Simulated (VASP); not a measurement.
CdTe:

```
CELL_PARAMETERS angstrom
4.53255 0.00000 0.00000
2.26628 3.92531 0.00000
2.26628 1.30844 3.70081
ATOMIC_POSITIONS crystal
Cd 0.00000 0.00000 0.00000
Te 0.25000 0.25000 0.25000
```

Base run:

```yaml
Program: VASP 6.6.1
Functional: PBEsol
Potentials_or_basis: VASP PAW PBE potentials, release 64 (Cd, Te)
Cutoff: 520 eV
k_mesh: 6 × 6 × 6
Occupations: gaussian, width 0.01 eV
Spin: no spin polarisation
```

Its results: band gap on the k mesh 0.76 eV, direct; pressure 1.9 GPa.

Question: After a change of settings the same cell gave: band gap on the k mesh 0.98 eV, direct; pressure 5.7 GPa. Which change was it?
A. functional from PBEsol to LDA; potentials or basis from VASP PAW PBE potentials, release 64 (Cd, Te) to VASP PAW LDA potentials, release 64 (Cd, Te)
B. functional from PBEsol to revPBE
C. functional from PBEsol to PBE; further incar settings from ALGO = Normal; EDIFF = 1e-07; NBANDS = 16 to ALGO = Normal; EDIFF = 1e-06; NBANDS = 16
D. functional from PBEsol to r2SCAN; further incar settings from ALGO = Normal; EDIFF = 1e-07; NBANDS = 16 to ALGO = Normal; EDIFF = 1e-06; NBANDS = 16

Answer: B.

revPBE binds less tightly than PBEsol, so the same cell stands under more pressure.

Caveats: the PAW data sets were made with another functional, which shifts forces and pressure a little; spin-orbit coupling is left out, which moves the levels of the heavy elements.
